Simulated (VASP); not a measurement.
Input of a VASP 6.6.1 run:

INCAR

```
ALGO = Normal
EDIFF = 1E-6
ENCUT = 520
GGA = PE
ISIF = 2
ISMEAR = 0
LASPH = True
LCHARG = True
LELF = True
LREAL = False
LVHAR = True
LWAVE = False
NBANDS = 19
NELM = 80
PREC = Accurate
SIGMA = 0.1
```

KPOINTS

```
k-points
0
Gamma
  14 14 7
```

Contents of POSCAR:

```
Zn
1.0
    2.6556370042      0.0000000000      0.0000000000
   -1.3278185021      2.2998491089      0.0000000000
    0.0000000000      0.0000000000      4.9624616040
Zn
2
Direct
    0.3333333333      0.6666666667      0.2500000000
    0.6666666667      0.3333333333      0.7500000000
```

Potentials or basis: VASP PAW PBE potentials, release 64 (Zn).

Launch:

```sh
$ cat potpaw_PBE.64/Zn/POTCAR > POTCAR
$ mpirun -np 1 vasp_std > vasp.out
```

Question: Predict the pressure.

Answer: 0.4 GPa.

Question: What does it give for the band gap on the k mesh?

Answer: Zero (band 12 reaches 4.59 eV, above the bottom of band 13 at 0.02 eV).

Stress tensor (GPa, compression positive):
```
 1.02  0.00  0.00
 0.00  1.02  0.00
 0.00  0.00 -0.72
```
